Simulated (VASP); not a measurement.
# Bi3P2 (R-3c) in VASP: a series of runs, part 2 of 2

VASP 6.6.1. The steps go on from the part before.

## 3. Single point, PBE

This run uses another cell than the first one, of 27.07 Å³/atom.

INCAR reads:

```
ALGO = Normal
EDIFF = 1E-6
ENCUT = 500
GGA = PE
GGA_COMPAT = False
ISIF = 2
ISMEAR = 0
LASPH = True
LCHARG = False
LREAL = False
LWAVE = False
NBANDS = 66
NELM = 120
PREC = Accurate
SIGMA = 0.1
```

KPOINTS reads:

```
k-points
0
Gamma
  3 3 3
```

POSCAR reads:

```
Bi3P2
1.0
    3.3468918061      1.9323288852      6.9753094585
   -3.3468918061      1.9323288852      6.9753094585
    0.0000000000     -3.8646577705      6.9753094585
Bi P
6 4
Direct
    0.1294430476      0.3705569524      0.7500000000
    0.7500000000      0.1294430476      0.3705569524
    0.3705569524      0.7500000000      0.1294430476
    0.8705569524      0.6294430476      0.2500000000
    0.2500000000      0.8705569524      0.6294430476
    0.6294430476      0.2500000000      0.8705569524
    0.8130274059      0.8130274059      0.8130274059
    0.6869725941      0.6869725941      0.6869725941
    0.1869725941      0.1869725941      0.1869725941
    0.3130274059      0.3130274059      0.3130274059
```

Potentials or basis: VASP PAW PBE potentials, release 64 (Bi_d, P).

Run with:

```sh
$ cat potpaw_PBE.64/Bi_d/POTCAR potpaw_PBE.64/P/POTCAR > POTCAR
$ mpirun -np 1 vasp_std > vasp.out
```

OUTCAR:

```text
EDIFF = 1E-6
   ENCUT = 500
   GGA = PE
   ISIF = 2
   ISMEAR = 0
   LASPH = True
   LREAL = False
   NELM = 120
   PREC = Accurate

 ion  position               nearest neighbor table
   1  0.129  0.371  0.750-   7 2.86   8 2.86   9 3.01  10 3.01   2 3.63   3 3.63   3 3.63   2 3.63

   2  0.750  0.129  0.371-   8 2.86   7 2.86  10 3.01   9 3.01   3 3.63   3 3.63   1 3.63   1 3.63

   3  0.371  0.750  0.129-   7 2.86   8 2.86   9 3.01  10 3.01   2 3.63   2 3.63   1 3.63   1 3.63
[... 7 lines left out ...]
   7  0.813  0.813  0.813-   8 2.64   1 2.86   3 2.86   2 2.86   6 3.01   5 3.01   4 3.01
   8  0.687  0.687  0.687-   7 2.64   1 2.86   2 2.86   3 2.86   5 3.01   6 3.01   4 3.01
   9  0.187  0.187  0.187-  10 2.64   4 2.86   6 2.86   5 2.86   3 3.01   2 3.01   1 3.01
  10  0.313  0.313  0.313-   9 2.64   4 2.86   5 2.86   6 2.86   2 3.01   3 3.01   1 3.01

  LATTYP: Found a trigonal (rhomboedric) cell.
 ALAT       =     7.9743665406
 COS(alpha) =     0.6476932581

  Lattice vectors:

 A1 = (   3.3468918061,   1.9323288852,   6.9753094585)
 A2 = (  -3.3468918061,   1.9323288852,   6.9753094585)
 A3 = (   0.0000000000,  -3.8646577705,   6.9753094585)

Analysis of symmetry for initial positions (statically):
=====================================================================
 Subroutine PRICEL returns:
 Original cell was already a primitive cell.

 Routine SETGRP: Setting up the symmetry group for a
 trigonal (rhombohedral) supercell.

 Subroutine GETGRP returns: Found 12 space group operations
 (whereof  6 operations were pure point group operations)
 out of a pool of 12 trial point group operations.

The static configuration has the point symmetry S_6 .
 The point group associated with its full space group is D_3d.

Analysis of symmetry for dynamics (positions and initial velocities):
=====================================================================
 Subroutine PRICEL returns:
 Original cell was already a primitive cell.

 Routine SETGRP: Setting up the symmetry group for a
 trigonal (rhombohedral) supercell.

 Subroutine GETGRP returns: Found 12 space group operations
 (whereof  6 operations were pure point group operations)
 out of a pool of 12 trial point group operations.

The dynamic configuration has the point symmetry S_6 .
 The point group associated with its full space group is D_3d.

 Subroutine INISYM returns: Found 12 space group operations
 (whereof  6 operations are pure point group operations),
 and found     1 'primitive' translations

----------------------------------------------------------------------------------------

                                     Primitive cell

  volume of cell :     270.6683

  direct lattice vectors                    reciprocal lattice vectors
     3.346891806  1.932328885  6.975309458     0.149392340  0.086251708  0.047787605
    -3.346891806  1.932328885  6.975309458    -0.149392340  0.086251708  0.047787605
     0.000000000 -3.864657771  6.975309458     0.000000000 -0.172503416  0.047787605

  length of vectors
     7.974366541  7.974366541  7.974366541     0.179000234  0.179000234  0.179000234

[... 55 lines left out ...]
  0.333333  0.333333  0.000000      6.000000
 -0.333333  0.333333  0.000000      6.000000
  0.333333  0.333333  0.333333      2.000000
 -0.333333  0.333333  0.333333      6.000000
   k-points           NKPTS =      6   k-points in BZ     NKDIM =      6   number of bands    NBANDS=     66
   number of dos      NEDOS =    301   number of ions     NIONS =     10
   total plane-waves  NPLWV = 216000
   dimension x,y,z NGX =    60 NGY =   60 NGZ =   60
   dimension x,y,z NGXF=   120 NGYF=  120 NGZF=  120
   ions per type =               6   4
   NGX,Y,Z   is equivalent  to a cutoff of  12.51, 12.51, 12.51 a.u.
   NGXF,Y,Z  is equivalent  to a cutoff of  25.02, 25.02, 25.02 a.u.
 SYSTEM =  unknown system
   PREC   = accura    normal or accurate (medium, high low for compatibility)
   ISTART =      0    job   : 0-new  1-cont  2-samecut
   ICHARG =      2    charge: 1-file 2-atom 10-const
   ISPIN  =      1    spin polarized calculation?
   LNONCOLLINEAR =      F non collinear calculations
   LSORBIT =      F    spin-orbit coupling
   LASPH  =      T    aspherical Exc in radial PAW
   ENCUT  =  500.0 eV  36.75 Ry    6.06 a.u.  14.54 14.54 14.54*2*pi/ulx,y,z
   NELM   =    120;   NELMIN=  2; NELMDL= -5     # of ELM steps
   EDIFF  = 0.1E-05   stopping-criterion for ELM
   LREAL  =      F    real-space projection
   EDIFFG = 0.1E-04   stopping-criterion for IOM
   NSW    =      0    number of steps for IOM
   IBRION =     -1    ionic relax: 0-MD 1-quasi-New 2-CG
   NFREE  =      0    steps in history (QN), initial steepest desc. (CG)
   ISIF   =      2    stress and relaxation
   ISYM   =      2    0-nonsym 1-usesym 2-fastsym
   POTIM  = 0.5000    time-step for ionic-motion
   TEBEG  =    0.0;   TEEND  =   0.0 temperature during run
   PSTRESS=    0.0 pullay stress
   NELECT =     110.0000    total number of electrons
   NUPDOWN=      -1.0000    fix difference up-down
   EMIN   =  10.00;   EMAX   =-10.00  energy-range for DOS
   EFERMI =   0.00;   METHOD = LEGACY
   ISMEAR =     0;   SIGMA  =   0.10  broadening in eV -4-tet -1-fermi 0-gaus
   EFERMI_NEDOS =   21; number of points for ismear=-14 and -15
   IALGO  =     38    algorithm
   IMIX   =      4    mixing-type and parameters
     AMIX     =   0.40;   BMIX     =  1.00
     AMIX_MAG =   1.60;   BMIX_MAG =  1.00
  volume/ion in A,a.u.               =      27.07       182.66
  Fermi-wavevector in a.u.,A,eV,Ry     =   1.212625  2.291529 20.006820  1.470460
  Thomas-Fermi vector in A             =   2.348103
   LORBIT       =      0    0 simple, 1 ext, 2 COOP (PROOUT), +10 PAW based schemes
   GGA     = PE    functional components
   LHFCALC =     F    Hartree Fock is set to
   AEXX    =    0.0000 exact exchange contribution
   IVDW    =     0    specifies the selected vdW correction
   LEPSILON=     F    determine dielectric tensor
   LRPA    =     F    only Hartree local field effects (RPA)
 non-spin polarized calculation
 Gauss-broadening in eV      SIGMA  =   0.10
  energy-cutoff  :      500.00
  volume of cell :      270.67
 maximum number of plane-waves:      6885
 NGX is ok and might be reduce to    60
   NGX = 29   NGY = 29   NGZ = 29

 number of electron     109.9999989 magnetization

 Free energy of the ion-electron system (eV)
  ---------------------------------------------------
  ext. energy  EPLUGINS =         0.00000000
  ---------------------------------------------------
  free energy    TOTEN  =       -41.82064785 eV

  energy without entropy =      -41.80627197  energy(sigma->0) =      -41.81345991

 E-fermi :   7.1571     XC(G=0): -10.0211

 val. band max:        7.1407195899   @ k =   0.3333   0.3333   0.0000
 cond. band min:       7.1670562099   @ k =   0.0000   0.0000   0.0000
 fundamental gap:      0.0263366200
 Fermi energy:         7.1571263369

 k-point     1 :       0.0000    0.0000    0.0000
  band No.  band energies     occupation
      1     -15.9628      2.00000
      2     -15.9584      2.00000
      3     -15.9548      2.00000
      4     -15.9548      2.00000
      5     -15.9497      2.00000
      6     -15.9467      2.00000
[... 403 lines left out ...]
     65      10.1329      0.00000
     66      10.4162      0.00000

------------------------ aborting loop because EDIFF is reached ----------------------------------------

  FORCE on cell =-STRESS in cart. coord.  units (eV):
  Direction    XX          YY          ZZ          XY          YZ          ZX
  --------------------------------------------------------------------------------------
  -------------------------------------------------------------------------------------
  Total       -0.4280102     -0.4280102     -0.1856496     -0.0000000      0.0000000      0.0000000
  in kB       -2.5335369     -2.5335369     -1.0989227     -0.0000000      0.0000000      0.0000000
  external PRESSURE =      -2.0553322 kB  Pullay stress =       0.0000000 kB

 VOLUME and BASIS-vectors are now :
 -----------------------------------------------------------------------------
  energy-cutoff  :      500.00
  volume of cell :      270.67
      direct lattice vectors                 reciprocal lattice vectors
     3.346891806  1.932328885  6.975309458     0.149392340  0.086251708  0.047787605
    -3.346891806  1.932328885  6.975309458    -0.149392340  0.086251708  0.047787605
     0.000000000 -3.864657771  6.975309458     0.000000000 -0.172503416  0.047787605

 POSITION                                       TOTAL-FORCE (eV/Angst)
 -----------------------------------------------------------------------------------
     -0.80698     -1.93233      8.71914        -0.007819     -0.000000     -0.000000
      2.07694      0.26730      8.71914         0.003910     -0.006772     -0.000000
     -1.26995      1.66503      8.71914         0.003910      0.006772     -0.000000
      0.80698      1.93233     12.20679         0.007819      0.000000     -0.000000
     -2.07694     -0.26730     12.20679        -0.003910      0.006772     -0.000000
      1.26995     -1.66503     12.20679        -0.003910     -0.006772     -0.000000
      0.00000     -0.00000     17.01335         0.000000      0.000000     -0.020361
      0.00000     -0.00000     14.37554         0.000000     -0.000000      0.020361
      0.00000     -0.00000      3.91258         0.000000     -0.000000      0.020361
      0.00000     -0.00000      6.55039         0.000000      0.000000     -0.020361
 -----------------------------------------------------------------------------------
    total drift:                               -0.000000     -0.000000      0.000000

  FREE ENERGIE OF THE ION-ELECTRON SYSTEM (eV)
  ---------------------------------------------------
  free  energy   TOTEN  =       -41.8206478518 eV

  energy  without entropy=      -41.8062719681  energy(sigma->0) =      -41.81345991
```

Run time: 6.2 min. Hardware: 1 thread of Intel Xeon 8259CL, shared host; peak memory 0.51 GiB.

Results:

| Item | Value |
| --- | --- |
| Free energy | -41.8206 eV |
| Pressure | -0.2 GPa |
| Largest force | 0.020 eV/Å |
| Band gap on the k mesh | zero (bands 55 and 56 overlap by 0.48 eV) |

Forces in eV/Å, atoms in the order of the input:
```
Bi  -0.008  0.000  0.000
Bi   0.004 -0.007  0.000
Bi   0.004  0.007  0.000
Bi   0.008  0.000  0.000
Bi  -0.004  0.007  0.000
Bi  -0.004 -0.007  0.000
P    0.000  0.000 -0.020
P    0.000  0.000  0.020
P    0.000  0.000  0.020
P    0.000  0.000 -0.020
```

Caveat: the k points lie up to 0.37 Å⁻¹ apart; spin-orbit coupling is left out, which moves the levels of the heavy elements.

## 4. Relaxation of cell and atoms, PBE

INCAR reads:

```
SYSTEM = Bi3P2
PREC     = Accurate       ! precision mode
ENCUT    = 500            ! plane-wave cutoff, eV
EDIFF    = 1E-7           ! SCF threshold, eV
ISMEAR   = 0              ! smearing method
SIGMA    = 0.1            ! smearing width, eV
LREAL    = .FALSE.        ! projectors in reciprocal space
LASPH    = .TRUE.         ! aspherical terms in the spheres
NELM     = 120            ! most SCF steps
ALGO     = Normal         ! electronic algorithm
ISIF     = 3              ! what is computed and relaxed
LWAVE    = .FALSE.        ! write WAVECAR
LCHARG   = .FALSE.        ! write CHGCAR
GGA      = PE             ! functional
IBRION   = 2              ! ionic algorithm
NSW      = 90             ! ionic steps
EDIFFG   = -0.04          ! ionic threshold
GGA_COMPAT= .FALSE.      
NELMIN   = 4
```

KPOINTS reads:

```
regular mesh
0
G
  3 3 3
  0 0 0
```

POSCAR reads:

```
Bi3P2
1.0
    3.4463042348      1.9897246776      6.2727912408
   -3.4463042348      1.9897246776      6.2727912408
    0.0000000000     -3.9794493554      6.2727912408
Bi P
6 4
Direct
    0.0562500000      0.4437500000      0.7500000000
    0.7500000000      0.0562500000      0.4437500000
    0.4437500000      0.7500000000      0.0562500000
    0.9437500000      0.5562500000      0.2500000000
    0.2500000000      0.9437500000      0.5562500000
    0.5562500000      0.2500000000      0.9437500000
    0.8521800000      0.8521800000      0.8521800000
    0.6478200000      0.6478200000      0.6478200000
    0.1478200000      0.1478200000      0.1478200000
    0.3521800000      0.3521800000      0.3521800000
```

Run with:

```sh
$ cat potpaw_PBE.64/Bi_d/POTCAR potpaw_PBE.64/P/POTCAR > POTCAR
$ mpirun -np 1 vasp_std > vasp.out
```

Run time: 52 min. Hardware: 1 thread of Intel Xeon 8259CL, shared host; peak memory 0.46 GiB.

Results (log left out):

```yaml
Free_energy: -41.5786 eV
Relaxed_volume: 29.13 Å³/atom
Relaxed_cell: a = 7.560 Å, b = 7.560 Å, c = 7.560 Å, α = 57.97°, β = 57.97°, γ = 57.97°
Space_group_after_relaxing_to_0.1_Å: R-3c (No. 167)
Energy_gained_by_relaxing: 105.5 meV/atom
Ionic_steps: 16
Pressure_after_relaxing: -0.1 GPa
Largest_force_after_relaxing: 0.009 eV/Å
Band_gap_on_the_k_mesh: zero (bands 55 and 56 overlap by 0.08 eV)
```

Forces on the atoms (eV/Å):
```
Bi  -0.002  0.000  0.000
Bi   0.001 -0.001  0.000
Bi   0.001  0.001  0.000
Bi   0.002  0.000  0.000
Bi  -0.001  0.001  0.000
Bi  -0.001 -0.001  0.000
P    0.000  0.000 -0.009
P    0.000  0.000  0.009
P    0.000  0.000  0.009
P    0.000  0.000 -0.009
```

Stress tensor (GPa, compression positive):
```
-0.18  0.00  0.00
 0.00 -0.18  0.00
 0.00  0.00  0.05
```

The path:
```tsv
step	energy change (eV)	largest force (eV/Å)	pressure (GPa)	volume (Å³)
1	0.0000	0.7375	8.71	258.08
2	-0.7400	0.3243	-3.21	314.08
3	-0.9381	0.4204	-0.26	294.17
4	-0.9876	0.3186	-0.13	293.27
5	-1.0376	0.0758	0.43	290.90
6	-1.0380	0.0567	0.37	291.11
7	-1.0408	0.0393	-0.29	294.76
8	-1.0417	0.0453	-0.08	293.54
9	-1.0431	0.0471	-0.07	293.35
10	-1.0466	0.0527	-0.02	292.76
11	-1.0495	0.0613	0.07	291.59
12	-1.0507	0.0508	0.02	291.69
13	-1.0531	0.0209	-0.14	292.01
14	-1.0514	0.0354	-0.43	292.65
15	-1.0535	0.0041	-0.23	292.20
16	-1.0550	0.0092	-0.10	291.31
```

Final structure:
```yaml
crystal:
  lattice:
    - [3.66357, 2.11516, 6.26550]
    - [-3.66357, 2.11516, 6.26550]
    - [0.00000, -4.23032, 6.26550]
  atoms:
    - { symbol: Bi, position: [0.06006, 0.43994, 0.75000] }
    - { symbol: Bi, position: [0.75000, 0.06006, 0.43994] }
    - { symbol: Bi, position: [0.43994, 0.75000, 0.06006] }
    - { symbol: Bi, position: [0.93994, 0.56006, 0.25000] }
    - { symbol: Bi, position: [0.25000, 0.93994, 0.56006] }
    - { symbol: Bi, position: [0.56006, 0.25000, 0.93994] }
    - { symbol: P, position: [0.84480, 0.84480, 0.84480] }
    - { symbol: P, position: [0.65520, 0.65520, 0.65520] }
    - { symbol: P, position: [0.15520, 0.15520, 0.15520] }
    - { symbol: P, position: [0.34480, 0.34480, 0.34480] }
```

Levels at points of the mesh, in eV from the Fermi level:
| k point | band 52 | band 53 | band 54 | band 55 | band 56 | band 57 | band 58 | band 59 |
| --- | --- | --- | --- | --- | --- | --- | --- | --- |
| (0.00, 0.00, 0.00) | -1.00 | -0.09 | -0.09 | 0.14 | 0.43 | 0.43 | 0.83 | 0.83 |

Caveat: the k points lie up to 0.35 Å⁻¹ apart in the final cell; spin-orbit coupling is left out, which moves the levels of the heavy elements.

## 5. Summary

```tsv
task	cell	gap on the mesh (eV)	pressure (GPa)	largest force (eV/Å)
single point	a = 7.429 Å, angles 55.3°, 10 atoms, atomic positions A	none	8.7	0.74
single point	a = 7.974 Å, angles 49.6°, 10 atoms, atomic positions B	none	-0.2	0.02
relaxation of cell and atoms	relaxed from a = 7.429 Å, angles 55.3°, 10 atoms, atomic positions A	none	-0.1	0.01
```

Alike in all rows: level PBE; potentials or basis VASP PAW PBE potentials, release 64 (Bi_d, P); no spin polarisation; k mesh 3 × 3 × 3; cutoff (eV) 500; smearing gaussian 0.1 eV.

Caveats: all runs use coarse meshes; spin-orbit coupling is left out, which moves the levels of the heavy elements.

Absolute energies hang on the potentials; compare differences alone.
